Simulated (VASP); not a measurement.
# NaCl (Fm-3m) in VASP: further runs

NaCl is run at these levels: LDA; tasks: vibrations by perturbation theory.

Everything below comes from runs of VASP 6.6.1. Logs are shortened: lines on timing, memory, paths and dates and some standing lists are left out, and cuts for length are marked.

### Step 1. The cell of the first run

The structure is cubic, space group Fm-3m (No. 225). The conventional cell has a = 5.437 Å, b = 5.437 Å, c = 5.437 Å, α = 90.00°, β = 90.00°, γ = 90.00°. Within 3.6 Å of Na (site symmetry m-3m) lie 6 Cl at 2.72 Å. Within 3.6 Å of Cl (site symmetry m-3m) lie 6 Na at 2.72 Å.

### Step 2. Vibrations by perturbation theory, LDA (20.09 Å³/atom)

File INCAR:

```
SYSTEM = NaCl
ALGO = Normal
EDIFF = 1E-8
ENCUT = 520
IBRION = 8
ISIF = 2
ISMEAR = 0
LASPH = .True.
LCHARG = .False.
LREAL = .False.
LWAVE = .False.
NELM = 60
NSW = 1
PREC = Accurate
SIGMA = 0.01
```

File KPOINTS:

```
k-points
0
Gamma
  8 8 8
  0 0 0
```

File POSCAR:

```
NaCl
1.0
    0.0000000000      2.7184637588      2.7184637588
    2.7184637588      0.0000000000      2.7184637588
    2.7184637588      2.7184637588      0.0000000000
Na Cl
1 1
Direct
    0.0000000000      0.0000000000      0.0000000000
    0.5000000000      0.5000000000      0.5000000000
```

Potentials or basis: VASP PAW LDA potentials, release 64 (Na_pv, Cl).

Command:

```console
cat potpaw_LDA.64/Na_pv/POTCAR potpaw_LDA.64/Cl/POTCAR > POTCAR
mpirun -np 1 vasp_std > vasp.out
```

OUTCAR:

```text
SYSTEM = NaCl
   EDIFF = 1E-8
   ENCUT = 520
   IBRION = 8
   ISIF = 2
   ISMEAR = 0
   LASPH = .True.
   LREAL = .False.
   NELM = 60
   NSW = 1
   PREC = Accurate

 ion  position               nearest neighbor table
   1  0.000  0.000  0.000-   2 2.72   2 2.72   2 2.72   2 2.72   2 2.72   2 2.72
   2  0.500  0.500  0.500-   1 2.72   1 2.72   1 2.72   1 2.72   1 2.72   1 2.72

  LATTYP: Found a face centered cubic cell.
 ALAT       =     5.4369275176

  Lattice vectors:

 A1 = (   0.0000000000,   2.7184637588,   2.7184637588)
 A2 = (   2.7184637588,   0.0000000000,   2.7184637588)
 A3 = (   2.7184637588,   2.7184637588,   0.0000000000)

Analysis of symmetry for initial positions (statically):
=====================================================================
 Subroutine PRICEL returns:
 Original cell was already a primitive cell.

 Routine SETGRP: Setting up the symmetry group for a
 face centered cubic supercell.

 Subroutine GETGRP returns: Found 48 space group operations
 (whereof 48 operations were pure point group operations)
 out of a pool of 48 trial point group operations.

The static configuration has the point symmetry O_h .

Analysis of symmetry for dynamics (positions and initial velocities):
=====================================================================
 Subroutine PRICEL returns:
 Original cell was already a primitive cell.

 Routine SETGRP: Setting up the symmetry group for a
 face centered cubic supercell.

 Subroutine GETGRP returns: Found 48 space group operations
 (whereof 48 operations were pure point group operations)
 out of a pool of 48 trial point group operations.

The dynamic configuration has the point symmetry O_h .

 Subroutine INISYM returns: Found 48 space group operations
 (whereof 48 operations are pure point group operations),
 and found     1 'primitive' translations

----------------------------------------------------------------------------------------

                                     Primitive cell

  volume of cell :      40.1791

  direct lattice vectors                    reciprocal lattice vectors
     0.000000000  2.718463759  2.718463759    -0.183927411  0.183927411  0.183927411
     2.718463759  0.000000000  2.718463759     0.183927411 -0.183927411  0.183927411
     2.718463759  2.718463759  0.000000000     0.183927411  0.183927411 -0.183927411

  length of vectors
     3.844488317  3.844488317  3.844488317     0.318571620  0.318571620  0.318571620

  position of ions in fractional coordinates (direct lattice)
     0.000000000  0.000000000  0.000000000
     0.500000000  0.500000000  0.500000000

  ion indices of the primitive-cell ions
   primitive index   ion index
                 1           1
                 2           2

----------------------------------------------------------------------------------------

 KPOINTS: k-points

Automatic generation of k-mesh.
 Grid dimensions read from file:
 generate k-points for:    8    8    8

 Generating k-lattice:

  Cartesian coordinates                     Fractional coordinates (reciprocal lattice)
    -0.022990926  0.022990926  0.022990926     0.125000000  0.000000000  0.000000000
     0.022990926 -0.022990926  0.022990926     0.000000000  0.125000000  0.000000000
     0.022990926  0.022990926 -0.022990926     0.000000000  0.000000000  0.125000000

  Length of vectors
     0.039821453  0.039821453  0.039821453

  Shift w.r.t. Gamma in fractional coordinates (k-lattice)
     0.000000000  0.000000000  0.000000000

 Subroutine IBZKPT returns following result:
 ===========================================

 Found     29 irreducible k-points:

 Following reciprocal coordinates:
            Coordinates               Weight
  0.000000  0.000000  0.000000      1.000000
  0.125000  0.000000  0.000000      8.000000
  0.250000  0.000000  0.000000      8.000000
  0.375000  0.000000  0.000000      8.000000
  0.500000  0.000000  0.000000      4.000000
  0.125000  0.125000  0.000000      6.000000
[... 16 lines left out ...]
  0.500000  0.250000  0.125000     48.000000
 -0.375000  0.250000  0.125000     24.000000
 [... further k-points ...]
   k-points           NKPTS =     29   k-points in BZ     NKDIM =     29   number of bands    NBANDS=     11
   number of dos      NEDOS =    301   number of ions     NIONS =      2
   total plane-waves  NPLWV =  27000
   dimension x,y,z NGX =    30 NGY =   30 NGZ =   30
   dimension x,y,z NGXF=    60 NGYF=   60 NGZF=   60
   ions per type =               1   1
   NGX,Y,Z   is equivalent  to a cutoff of  12.97, 12.97, 12.97 a.u.
   NGXF,Y,Z  is equivalent  to a cutoff of  25.95, 25.95, 25.95 a.u.
 SYSTEM =  NaCl
   PREC   = accura    normal or accurate (medium, high low for compatibility)
   ISTART =      0    job   : 0-new  1-cont  2-samecut
   ICHARG =      2    charge: 1-file 2-atom 10-const
   ISPIN  =      1    spin polarized calculation?
   LNONCOLLINEAR =      F non collinear calculations
   LSORBIT =      F    spin-orbit coupling
   LASPH  =      T    aspherical Exc in radial PAW
   ENCUT  =  520.0 eV  38.22 Ry    6.18 a.u.   7.15  7.15  7.15*2*pi/ulx,y,z
   NELM   =     60;   NELMIN=  2; NELMDL= -5     # of ELM steps
   EDIFF  = 0.1E-07   stopping-criterion for ELM
   LREAL  =      F    real-space projection
   EDIFFG = 0.1E-06   stopping-criterion for IOM
   NSW    =      1    number of steps for IOM
   IBRION =      8    ionic relax: 0-MD 1-quasi-New 2-CG
   NFREE  =      0    steps in history (QN), initial steepest desc. (CG)
   ISIF   =      2    stress and relaxation
   ISYM   =      2    0-nonsym 1-usesym 2-fastsym
   POTIM  = 0.5000    time-step for ionic-motion
   TEBEG  =    0.0;   TEEND  =   0.0 temperature during run
   PSTRESS=    0.0 pullay stress
   NELECT =      14.0000    total number of electrons
   NUPDOWN=      -1.0000    fix difference up-down
   EMIN   =  10.00;   EMAX   =-10.00  energy-range for DOS
   EFERMI =   0.00;   METHOD = LEGACY
   ISMEAR =     0;   SIGMA  =   0.01  broadening in eV -4-tet -1-fermi 0-gaus
   EFERMI_NEDOS =   21; number of points for ismear=-14 and -15
   IALGO  =     38    algorithm
   IMIX   =      4    mixing-type and parameters
     AMIX     =   0.40;   BMIX     =  1.00
     AMIX_MAG =   1.60;   BMIX_MAG =  1.00
  volume/ion in A,a.u.               =      20.09       135.57
  Fermi-wavevector in a.u.,A,eV,Ry     =   1.151995  2.176955 18.056192  1.327093
  Thomas-Fermi vector in A             =   2.288649
   LORBIT       =      0    0 simple, 1 ext, 2 COOP (PROOUT), +10 PAW based schemes
   GGA     = CA    functional components
   LHFCALC =     F    Hartree Fock is set to
   AEXX    =    0.0000 exact exchange contribution
   IVDW    =     0    specifies the selected vdW correction
   LEPSILON=     F    determine dielectric tensor
   LRPA    =     F    only Hartree local field effects (RPA)
 non-spin polarized calculation
 Gauss-broadening in eV      SIGMA  =   0.01
  energy-cutoff  :      520.00
  volume of cell :       40.18
 maximum number of plane-waves:      1106
 NGX is ok and might be reduce to    30
   NGX = 15   NGY = 15   NGZ = 15

--------------------------------------- Ionic step        1  -------------------------------------------

 number of electron      13.9999994 magnetization

 Free energy of the ion-electron system (eV)
  ---------------------------------------------------
  ext. energy  EPLUGINS =         0.00000000
  ---------------------------------------------------
  free energy    TOTEN  =        -7.38808770 eV

  energy without entropy =       -7.38808770  energy(sigma->0) =       -7.38808770

 E-fermi :  -0.2149     XC(G=0):  -9.2054

 val. band max:       -0.2559349983   @ k =   0.0000   0.0000   0.0000
 cond. band min:       4.8911562204   @ k =   0.0000   0.0000   0.0000
 fundamental gap:      5.1470912188
 Fermi energy:        -0.2148778881

 k-point     1 :       0.0000    0.0000    0.0000
  band No.  band energies     occupation
      1     -20.8637      2.00000
      2     -20.8637      2.00000
      3     -20.8637      2.00000
      4     -13.1221      2.00000
      5      -0.2559      2.00000
      6      -0.2559      2.00000
      7      -0.2559      2.00000
      8       4.8912      0.00000
      9      10.6839      0.00000
     10      10.6839      0.00000
     11      10.6839      0.00000
[... 309 lines left out ...]
 k-point    24 :      -0.3750    0.2500    0.1250
  band No.  band energies     occupation
      1     -20.9051      2.00000
      2     -20.8775      2.00000
      3     -20.8709      2.00000
      4     -12.5891      2.00000
      5      -2.3127      2.00000
      6      -1.2255      2.00000
      7      -0.7834      2.00000
      8       7.9933      0.00000
      9       9.3683      0.00000
     10      10.1754      0.00000
     11      11.5720      0.00000

 [... further k-points ...]
[... 5 lines left out ...]
  --------------------------------------------------------------------------------------
  -------------------------------------------------------------------------------------
  Total        0.1237162      0.1237162      0.1237162      0.0000000     -0.0000000      0.0000000
  in kB        4.9332899      4.9332899      4.9332899      0.0000000     -0.0000000      0.0000000
  external PRESSURE =       4.9332899 kB  Pullay stress =       0.0000000 kB

 VOLUME and BASIS-vectors are now :
 -----------------------------------------------------------------------------
  energy-cutoff  :      520.00
  volume of cell :       40.18
      direct lattice vectors                 reciprocal lattice vectors
     0.000000000  2.718463759  2.718463759    -0.183927411  0.183927411  0.183927411
     2.718463759  0.000000000  2.718463759     0.183927411 -0.183927411  0.183927411
     2.718463759  2.718463759  0.000000000     0.183927411  0.183927411 -0.183927411

 POSITION                                       TOTAL-FORCE (eV/Angst)
 -----------------------------------------------------------------------------------
      0.00000      0.00000      0.00000        -0.000000     -0.000000     -0.000000
      2.71846      2.71846      2.71846         0.000000      0.000000      0.000000
 -----------------------------------------------------------------------------------
    total drift:                               -0.000000      0.000000      0.000000

  FREE ENERGIE OF THE ION-ELECTRON SYSTEM (eV)
  ---------------------------------------------------
  free  energy   TOTEN  =        -7.3880877008 eV

  energy  without entropy=       -7.3880877008  energy(sigma->0) =       -7.38808770

[... ionic steps 2 to 3 ...]

--------------------------------------- Ionic step        4  -------------------------------------------

------------------------ aborting loop because EDIFF is reached ----------------------------------------

[... ionic steps 5 to 6 ...]

--------------------------------------- Ionic step        7  -------------------------------------------

 Free energy of the ion-electron system (eV)
  ---------------------------------------------------
  ---------------------------------------------------
  free energy    TOTEN  =        -0.18908151 eV

  energy without entropy =       -0.18908151

------------------------ aborting loop because EDIFF is reached ----------------------------------------

 INTERNAL STRAIN TENSOR  FOR ION    2  DIRECTION 1   (eV/Angst):
 -----------------------------------------------------------------------------
     0.00766  0.00000  0.00000
     0.00000  0.00178 -0.00000
     0.00000 -0.00000  0.00178

 INTERNAL STRAIN TENSOR FOR ION    2 for displacements in x,y,z  (eV/Angst):
          X           Y           Z          XY          YZ          ZX
  --------------------------------------------------------------------------------
  x     0.00000     0.00000     0.00000     0.00000     0.00000     0.00000
  y     0.00000     0.00000     0.00000     0.00000     0.00000     0.00000
  z     0.00000     0.00000     0.00000     0.00000     0.00000     0.00000

 SECOND DERIVATIVES (NOT SYMMETRIZED)
 ------------------------------------
               1X          1Y          1Z          2X          2Y          2Z
  1X    -1.957280    0.000000    0.000000    1.957280    0.000000    0.000000
  1Y     0.000000   -1.957280    0.000000    0.000000    1.957280    0.000000
  1Z     0.000000    0.000000   -1.957280    0.000000    0.000000    1.957280
  2X     1.987452    0.000000    0.000000   -1.987452    0.000000    0.000000
  2Y     0.000000    1.987452    0.000000    0.000000   -1.987452    0.000000
  2Z     0.000000    0.000000    1.987452    0.000000    0.000000   -1.987452

 Eigenvectors and eigenvalues of the dynamical matrix
 ----------------------------------------------------

   1 f  =    5.874397 THz    36.909925 2PiTHz  195.948793 cm-1    24.294543 meV
             X         Y         Z           dx          dy          dz
      0.000000  0.000000  0.000000     0.000000    0.776509    0.000000
      2.718464  2.718464  2.718464     0.000000   -0.630106    0.000000
[... 21 lines left out ...]
   6 f/i=    0.021984 THz     0.138132 2PiTHz    0.733319 cm-1     0.090920 meV
             X         Y         Z           dx          dy          dz
      0.000000  0.000000  0.000000     0.000000    0.000000   -0.630106
      2.718464  2.718464  2.718464     0.000000    0.000000   -0.776509

--------------------------------------------------------------------------------------------------------

 ELASTIC MODULI CONTR FROM IONIC RELAXATION (kBar)
 Direction    XX          YY          ZZ          XY          YZ          ZX
 --------------------------------------------------------------------------------
 XX           0.0000      0.0000      0.0000      0.0000      0.0000      0.0000
 YY           0.0000      0.0000      0.0000      0.0000      0.0000      0.0000
 ZZ           0.0000      0.0000      0.0000      0.0000      0.0000      0.0000
 XY           0.0000      0.0000      0.0000      0.0000      0.0000      0.0000
 YZ           0.0000      0.0000      0.0000      0.0000      0.0000      0.0000
 ZX           0.0000      0.0000      0.0000      0.0000      0.0000      0.0000
 --------------------------------------------------------------------------------
```

Run time: 2 min. Hardware: 1 thread of Intel Xeon 8259CL, shared host; peak memory 0.2 GiB.

What came out:

```yaml
Highest_phonon_frequency_at_Γ_LO-TO_splitting_left_out: 196 cm⁻¹
```

Phonon frequencies in cm⁻¹ (negative: imaginary):
```csv
q point,frequencies
"(0.000, 0.000, 0.000)",-1 -1 -1 196 196 196
```

(Continued in part 2 of 2.)
